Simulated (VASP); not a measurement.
# Al2O3 (P-6m2) in VASP: further runs

The runs below take Al2O3 through single point, with r2SCAN.

Program: VASP 6.6.1. These are calculated values, not measurements. Logs are shortened: lines on timing, memory, paths and dates and some standing lists are left out, and cuts for length are marked.

## 1. The cell of the first run

It takes space group P-6m2 (No. 187, hexagonal). The conventional cell has a = 2.855 Å, b = 2.855 Å, c = 9.224 Å, α = 90.00°, β = 90.00°, γ = 120.00°. Al (site symmetry 3m) has 6 O at 1.78 to 2.15 Å within 2.4 Å. Within 2.4 Å of O (site symmetry 3m) lie 3 Al at 1.78 Å. Within 2.8 Å of O (site symmetry -6m2) lie 6 Al at 2.15 Å and 6 O at 2.63 Å.

## 2. Single point, r2SCAN

The input, POSCAR:

```
Al2O3
1.0
    2.8554890462     -0.0000000029      0.0000000000
   -1.4277445206      2.4729260556      0.0000000000
    0.0000000000      0.0000000000      9.2235646445
Al O
2 3
Direct
    0.0000000123     -0.0000000123      0.1500677234
    0.0000000123     -0.0000000123      0.8499322766
    0.3333333281      0.6666666719      0.2225881468
    0.6666666525      0.3333333475      0.0000000000
    0.3333333281      0.6666666719      0.7774118532
```

The input, INCAR.step1:

```
SYSTEM = Al2O3
PREC     = Accurate       ! precision mode
ENCUT    = 520            ! plane-wave cutoff, eV
ISMEAR   = 0              ! smearing method
SIGMA    = 0.01           ! smearing width, eV
LREAL    = .False.        ! projectors in reciprocal space
LASPH    = .True.         ! aspherical terms in the spheres
NELM     = 80             ! most SCF steps
NBANDS   = 20             ! bands
GGA      = PE             ! functional
ALGO     = Normal         ! electronic algorithm
EDIFF    = 1E-4           ! SCF threshold, eV
LWAVE    = .True.         ! write WAVECAR
LCHARG   = .False.        ! write CHGCAR
```

The input, INCAR.step2:

```
SYSTEM = Al2O3
PREC     = Accurate       ! precision mode
ENCUT    = 520            ! plane-wave cutoff, eV
EDIFF    = 1E-6           ! SCF threshold, eV
ISMEAR   = 0              ! smearing method
SIGMA    = 0.01           ! smearing width, eV
LREAL    = .False.        ! projectors in reciprocal space
LASPH    = .True.         ! aspherical terms in the spheres
NELM     = 80             ! most SCF steps
ALGO     = Normal         ! electronic algorithm
ISIF     = 2              ! what is computed and relaxed
LWAVE    = .False.        ! write WAVECAR
LCHARG   = .False.        ! write CHGCAR
METAGGA  = R2SCAN         ! meta-GGA
LMIXTAU  = .True.       
NBANDS   = 20             ! bands
ISTART   = 1
```

The input, KPOINTS:

```
Automatic mesh
0
Gamma
  4 4 2
  0 0 0
```

Potentials or basis: VASP PAW PBE potentials, release 64 (Al, O).

Command:

```bash
$ cat potpaw_PBE.64/Al/POTCAR potpaw_PBE.64/O/POTCAR > POTCAR
$ cp INCAR.step1 INCAR
$ mpirun -np 1 vasp_std > vasp.out
$ cp INCAR.step2 INCAR
$ mpirun -np 1 vasp_std > vasp.out
```

OUTCAR:

```text
SYSTEM = Al2O3
   PREC = Accurate
   ENCUT = 520
   EDIFF = 1E-6
   ISMEAR = 0
   LREAL = .False.
   LASPH = .True.
   NELM = 80
   ISIF = 2
   METAGGA = R2SCAN
   ISTART = 1

 ion  position               nearest neighbor table
   1  0.000  1.000  0.150-   3 1.78   3 1.78   3 1.78   4 2.15   4 2.15   4 2.15   2 2.77
   2  0.000  1.000  0.850-   5 1.78   5 1.78   5 1.78   4 2.15   4 2.15   4 2.15   1 2.77
   3  0.333  0.667  0.223-   1 1.78   1 1.78   1 1.78
   4  0.667  0.333  0.000-   1 2.15   2 2.15   1 2.15   2 2.15   1 2.15   2 2.15
   5  0.333  0.667  0.777-   2 1.78   2 1.78   2 1.78

  LATTYP: Found a hexagonal cell.
 ALAT       =     2.8554890462
 C/A-ratio  =     3.2301173268

  Lattice vectors:

 A1 = (   2.8554890462,  -0.0000000029,   0.0000000000)
 A2 = (  -1.4277445206,   2.4729260556,   0.0000000000)
 A3 = (   0.0000000000,   0.0000000000,   9.2235646445)

Analysis of symmetry for initial positions (statically):
=====================================================================
 Subroutine PRICEL returns:
 Original cell was already a primitive cell.

 Routine SETGRP: Setting up the symmetry group for a
 hexagonal supercell.

 Subroutine GETGRP returns: Found 12 space group operations
 (whereof 12 operations were pure point group operations)
 out of a pool of 24 trial point group operations.

The static configuration has the point symmetry D_3h.

Analysis of symmetry for dynamics (positions and initial velocities):
=====================================================================
 Subroutine PRICEL returns:
 Original cell was already a primitive cell.

 Routine SETGRP: Setting up the symmetry group for a
 hexagonal supercell.

 Subroutine GETGRP returns: Found 12 space group operations
 (whereof 12 operations were pure point group operations)
 out of a pool of 24 trial point group operations.

The dynamic configuration has the point symmetry D_3h.

 Subroutine INISYM returns: Found 12 space group operations
 (whereof 12 operations are pure point group operations),
 and found     1 'primitive' translations

----------------------------------------------------------------------------------------

                                     Primitive cell

  volume of cell :      65.1314

  direct lattice vectors                    reciprocal lattice vectors
     2.855489046 -0.000000003  0.000000000     0.350202709  0.202189628  0.000000000
    -1.427744521  2.472926056  0.000000000     0.000000000  0.404379257  0.000000000
     0.000000000  0.000000000  9.223564644     0.000000000  0.000000000  0.108417953

  length of vectors
     2.855489046  2.855489046  9.223564644     0.404379257  0.404379257  0.108417953

  position of ions in fractional coordinates (direct lattice)
     0.000000012  0.999999988  0.150067723
     0.000000012  0.999999988  0.849932277
     0.333333328  0.666666672  0.222588147
     0.666666652  0.333333348  0.000000000
     0.333333328  0.666666672  0.777411853

  ion indices of the primitive-cell ions
   primitive index   ion index
                 1           1
                 2           2
                 3           3
                 4           4
                 5           5

----------------------------------------------------------------------------------------

 KPOINTS: Automatic mesh

Automatic generation of k-mesh.
 Grid dimensions read from file:
 generate k-points for:    4    4    2

 Generating k-lattice:

  Cartesian coordinates                     Fractional coordinates (reciprocal lattice)
     0.087550677  0.050547407  0.000000000     0.250000000  0.000000000  0.000000000
     0.000000000  0.101094814  0.000000000     0.000000000  0.250000000  0.000000000
     0.000000000  0.000000000  0.054208977     0.000000000  0.000000000  0.500000000

  Length of vectors
     0.101094814  0.101094814  0.054208977

  Shift w.r.t. Gamma in fractional coordinates (k-lattice)
     0.000000000  0.000000000  0.000000000

 Subroutine IBZKPT returns following result:
 ===========================================

 Found      8 irreducible k-points:

 Following reciprocal coordinates:
            Coordinates               Weight
  0.000000  0.000000  0.000000      1.000000
  0.250000  0.000000  0.000000      6.000000
  0.500000  0.000000  0.000000      3.000000
  0.250000  0.250000  0.000000      6.000000
  0.000000  0.000000  0.500000      1.000000
  0.250000  0.000000  0.500000      6.000000
  0.500000  0.000000  0.500000      3.000000
  0.250000  0.250000  0.500000      6.000000
   k-points           NKPTS =      8   k-points in BZ     NKDIM =      8   number of bands    NBANDS=     20
   number of dos      NEDOS =    301   number of ions     NIONS =      5
   total plane-waves  NPLWV =  40320
   dimension x,y,z NGX =    24 NGY =   24 NGZ =   70
   dimension x,y,z NGXF=    48 NGYF=   48 NGZF=  140
   ions per type =               2   3
   NGX,Y,Z   is equivalent  to a cutoff of  13.97, 13.97, 12.62 a.u.
   NGXF,Y,Z  is equivalent  to a cutoff of  27.95, 27.95, 25.23 a.u.
 SYSTEM =  Al2O3
   PREC   = accura    normal or accurate (medium, high low for compatibility)
   ISTART =      1    job   : 0-new  1-cont  2-samecut
   ICHARG =      0    charge: 1-file 2-atom 10-const
   ISPIN  =      1    spin polarized calculation?
   LNONCOLLINEAR =      F non collinear calculations
   LSORBIT =      F    spin-orbit coupling
   LASPH  =      T    aspherical Exc in radial PAW
   ENCUT  =  520.0 eV  38.22 Ry    6.18 a.u.   5.31  5.31 17.15*2*pi/ulx,y,z
   NELM   =     80;   NELMIN=  2; NELMDL=  0     # of ELM steps
   EDIFF  = 0.1E-05   stopping-criterion for ELM
   LREAL  =      F    real-space projection
   EDIFFG = 0.1E-04   stopping-criterion for IOM
   NSW    =      0    number of steps for IOM
   IBRION =     -1    ionic relax: 0-MD 1-quasi-New 2-CG
   NFREE  =      0    steps in history (QN), initial steepest desc. (CG)
   ISIF   =      2    stress and relaxation
   ISYM   =      2    0-nonsym 1-usesym 2-fastsym
   POTIM  = 0.5000    time-step for ionic-motion
   TEBEG  =    0.0;   TEEND  =   0.0 temperature during run
   PSTRESS=    0.0 pullay stress
   NELECT =      24.0000    total number of electrons
   NUPDOWN=      -1.0000    fix difference up-down
   EMIN   =  10.00;   EMAX   =-10.00  energy-range for DOS
   EFERMI =   0.00;   METHOD = LEGACY
   ISMEAR =     0;   SIGMA  =   0.01  broadening in eV -4-tet -1-fermi 0-gaus
   EFERMI_NEDOS =   21; number of points for ismear=-14 and -15
   IALGO  =     38    algorithm
   IMIX   =      4    mixing-type and parameters
     AMIX     =   0.40;   BMIX     =  1.00
     AMIX_MAG =   1.60;   BMIX_MAG =  1.00
  volume/ion in A,a.u.               =      13.03        87.91
  Fermi-wavevector in a.u.,A,eV,Ry     =   1.173677  2.217927 18.742253  1.377517
  Thomas-Fermi vector in A             =   2.310086
   LORBIT       =      0    0 simple, 1 ext, 2 COOP (PROOUT), +10 PAW based schemes
   METAGGA = R2SCAN    functional components
   LHFCALC =     F    Hartree Fock is set to
   AEXX    =    0.0000 exact exchange contribution
   IVDW    =     0    specifies the selected vdW correction
   LEPSILON=     F    determine dielectric tensor
   LRPA    =     F    only Hartree local field effects (RPA)
 non-spin polarized calculation
 Gauss-broadening in eV      SIGMA  =   0.01
  energy-cutoff  :      520.00
  volume of cell :       65.13
 maximum number of plane-waves:      1764
 NGX is ok and might be reduce to    24
   NGX = 11   NGY = 11   NGZ = 35

 number of electron      23.9999995 magnetization

 Free energy of the ion-electron system (eV)
  ---------------------------------------------------
  ext. energy  EPLUGINS =         0.00000000
  ---------------------------------------------------
  free energy    TOTEN  =       -46.80220372 eV

  energy without entropy =      -46.80220372  energy(sigma->0) =      -46.80220372

 E-fermi :   0.6690     XC(G=0):  -8.8975

 val. band max:        0.6033290853   @ k =   0.2500   0.0000   0.0000
 cond. band min:       6.5526918975   @ k =   0.0000   0.0000   0.0000
 fundamental gap:      5.9493628122
 Fermi energy:         0.6690113959

 k-point     1 :       0.0000    0.0000    0.0000
  band No.  band energies     occupation
      1     -19.2126      2.00000
      2     -18.0616      2.00000
      3     -16.9112      2.00000
      4      -4.4832      2.00000
      5      -1.4520      2.00000
      6      -0.8849      2.00000
[... 12 lines left out ...]
     19      16.9680      0.00000
     20      16.9680      0.00000

 k-point     2 :       0.2500    0.0000    0.0000
  band No.  band energies     occupation
      1     -18.4851      2.00000
      2     -17.5496      2.00000
      3     -16.7016      2.00000
      4      -4.3505      2.00000
      5      -3.5317      2.00000
      6      -2.3798      2.00000
[... 12 lines left out ...]
     19      14.9063      0.00000
     20      15.4999      0.00000

 k-point     3 :       0.5000    0.0000    0.0000
  band No.  band energies     occupation
      1     -17.3782      2.00000
      2     -16.9609      2.00000
      3     -16.7422      2.00000
      4      -5.4787      2.00000
      5      -5.2615      2.00000
      6      -3.8226      2.00000
[... 12 lines left out ...]
     19      15.6584      0.00000
     20      15.7257      0.00000

 k-point     4 :       0.2500    0.2500    0.0000
  band No.  band energies     occupation
      1     -17.4658      2.00000
      2     -16.9725      2.00000
      3     -16.6566      2.00000
      4      -4.7504      2.00000
      5      -4.7224      2.00000
      6      -3.7485      2.00000
[... 12 lines left out ...]
     19      14.9424      0.00000
     20      16.0604      0.00000

 k-point     5 :       0.0000    0.0000    0.5000
  band No.  band energies     occupation
      1     -19.2125      2.00000
      2     -18.0617      2.00000
      3     -16.9107      2.00000
      4      -4.4886      2.00000
      5      -1.4184      2.00000
      6      -0.8848      2.00000
[... 12 lines left out ...]
     19      16.9687      0.00000
     20      16.9687      0.00000

 k-point     6 :       0.2500    0.0000    0.5000
  band No.  band energies     occupation
      1     -18.4850      2.00000
      2     -17.5499      2.00000
      3     -16.7013      2.00000
      4      -4.3513      2.00000
      5      -3.5294      2.00000
      6      -2.3776      2.00000
[... 12 lines left out ...]
     19      14.6850      0.00000
     20      16.1182      0.00000

 k-point     7 :       0.5000    0.0000    0.5000
  band No.  band energies     occupation
      1     -17.3781      2.00000
      2     -16.9611      2.00000
      3     -16.7421      2.00000
      4      -5.4782      2.00000
      5      -5.2623      2.00000
      6      -3.8209      2.00000
[... 12 lines left out ...]
     19      15.4459      0.00000
     20      15.8362      0.00000

 k-point     8 :       0.2500    0.2500    0.5000
  band No.  band energies     occupation
      1     -17.4657      2.00000
      2     -16.9726      2.00000
      3     -16.6564      2.00000
      4      -4.7502      2.00000
      5      -4.7228      2.00000
      6      -3.7466      2.00000
[... 12 lines left out ...]
     19      15.0422      0.00000
     20      15.7378      0.00000

------------------------ aborting loop because EDIFF is reached ----------------------------------------

  FORCE on cell =-STRESS in cart. coord.  units (eV):
  Direction    XX          YY          ZZ          XY          YZ          ZX
  --------------------------------------------------------------------------------------
  -------------------------------------------------------------------------------------
  Total        0.0119412      0.0119412     -0.1750770     -0.0000000      0.0000000      0.0000000
  in kB        0.2937444      0.2937444     -4.3067463     -0.0000000      0.0000000      0.0000000
  external PRESSURE =      -1.2397525 kB  Pullay stress =       0.0000000 kB

 VOLUME and BASIS-vectors are now :
 -----------------------------------------------------------------------------
  energy-cutoff  :      520.00
  volume of cell :       65.13
      direct lattice vectors                 reciprocal lattice vectors
     2.855489046 -0.000000003  0.000000000     0.350202709  0.202189628  0.000000000
    -1.427744521  2.472926056  0.000000000     0.000000000  0.404379257  0.000000000
     0.000000000  0.000000000  9.223564644     0.000000000  0.000000000  0.108417953

 POSITION                                       TOTAL-FORCE (eV/Angst)
 -----------------------------------------------------------------------------------
     -1.42774      2.47293      1.38416        -0.000000     -0.000000      0.087114
     -1.42774      2.47293      7.83941        -0.000000     -0.000000     -0.087114
     -0.00000      1.64862      2.05306        -0.000000      0.000000     -0.078957
      1.42774      0.82431      0.00000         0.000000     -0.000000      0.000000
     -0.00000      1.64862      7.17051        -0.000000      0.000000      0.078957
 -----------------------------------------------------------------------------------
    total drift:                                0.000150     -0.000087     -0.000000

  FREE ENERGIE OF THE ION-ELECTRON SYSTEM (eV)
  ---------------------------------------------------
  free  energy   TOTEN  =       -46.8022037207 eV

  energy  without entropy=      -46.8022037207  energy(sigma->0) =      -46.80220372
```

It took 30 s on 1 thread of Intel Xeon 6975P-C (Granite Rapids), shared host; peak memory 0.19 GiB.

Results:

```yaml
Free_energy: -46.8022 eV
Pressure: -0.1 GPa
Largest_force: 0.087 eV/Å
Band_gap_on_the_k_mesh: 5.95 eV, indirect (least direct gap 6.11 eV)
```

Forces in eV/Å, atoms in the order of the input:
```
Al   0.000  0.000  0.087
Al   0.000  0.000 -0.087
O    0.000  0.000 -0.079
O    0.000  0.000  0.000
O    0.000  0.000  0.079
```

Levels at points of the mesh, in eV from the valence-band top:
```
           k point  band 10  band 11  band 12  band 13  band 14  band 15
(0.00, 0.00, 0.00)    -0.51    -0.51    -0.16     5.95     8.51     9.19
(0.50, 0.00, 0.00)    -1.01    -0.77    -0.51     8.97    10.30    10.31
(0.00, 0.00, 0.50)    -0.51    -0.51    -0.21     6.10     8.12     9.20
(0.50, 0.00, 0.50)    -1.01    -0.78    -0.50     8.98    10.26    10.38
```

Caveat: the k points lie up to 0.64 Å⁻¹ apart; the PAW data sets were made with another functional, which shifts forces and pressure a little.

(Continued in part 2 of 2.)
